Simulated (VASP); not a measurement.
Input of a VASP 6.6.1 run:

POSCAR

```
AlNi
1.0
    4.0477133414      0.0000000000      0.0000000000
   -2.0238566707      3.5054225809      0.0000000000
    0.0000000000      0.0000000000     25.7410683374
Ni Al
7 7
Direct
    0.3333333333      0.6666666667      0.2913631984
    0.0000000000      0.0000000000      0.3555591373
    0.6666666667      0.3333333333      0.4197550763
    0.3333333333      0.6666666667      0.4839510153
    0.0000000000      0.0000000000      0.5481469542
    0.6666666667      0.3333333333      0.6123428932
    0.3333333333      0.6666666667      0.6765388322
    0.6666666667      0.3333333333      0.3234611678
    0.3333333333      0.6666666667      0.3876571068
    0.0000000000      0.0000000000      0.4518530458
    0.6666666667      0.3333333333      0.5160489847
    0.3333333333      0.6666666667      0.5802449237
    0.0000000000      0.0000000000      0.6444408627
    0.6666666667      0.3333333333      0.7086368016
```

INCAR.step1

```
ALGO = Normal
DIPOL = 0.5 0.5 0.500
EDIFF = 1E-4
ENCUT = 520
GGA = PE
IDIPOL = 3
ISMEAR = 0
LASPH = T
LCHARG = F
LDIPOL = T
LREAL = F
LWAVE = T
NBANDS = 58
NELM = 100
PREC = Accurate
SIGMA = 0.1
```

INCAR.step2

```
ALGO = Normal
DIPOL = 0.5 0.5 0.500
EDIFF = 1E-6
ENCUT = 520
IDIPOL = 3
ISIF = 2
ISMEAR = 0
ISTART = 1
LASPH = T
LCHARG = F
LDIPOL = T
LMIXTAU = T
LREAL = F
LWAVE = F
METAGGA = R2SCAN
NBANDS = 58
NELM = 100
PREC = Accurate
SIGMA = 0.1
```

The input KPOINTS:

```
k-points
0
Gamma
  9 9 1
```

Potentials or basis: VASP PAW PBE potentials, release 64 (Ni, Al).

Command:

```console
$ cat potpaw_PBE.64/Ni/POTCAR potpaw_PBE.64/Al/POTCAR > POTCAR
$ cp INCAR.step1 INCAR
$ mpirun -np 1 vasp_std > vasp.out
$ cp INCAR.step2 INCAR
$ mpirun -np 1 vasp_std > vasp.out
```

Predict the largest force.

1.516 eV/Å.

Forces on the atoms (eV/Å):
```
Ni   0.000  0.000  1.516
Ni   0.000  0.000 -0.372
Ni   0.000  0.000 -0.096
Ni   0.000  0.000 -0.069
Ni   0.000  0.000  0.059
Ni   0.000  0.000  0.059
Ni   0.000  0.000 -0.407
Al   0.000  0.000 -0.551
Al   0.000  0.000 -0.396
Al   0.000  0.000 -0.037
Al   0.000  0.000 -0.003
Al   0.000  0.000  0.071
Al   0.000  0.000  0.551
Al   0.000  0.000 -0.324
```

Caveat: the PAW data sets were made with another functional, which shifts forces and pressure a little. Spin polarisation is off, so any magnetic state and its effect on volume and gap are missing.
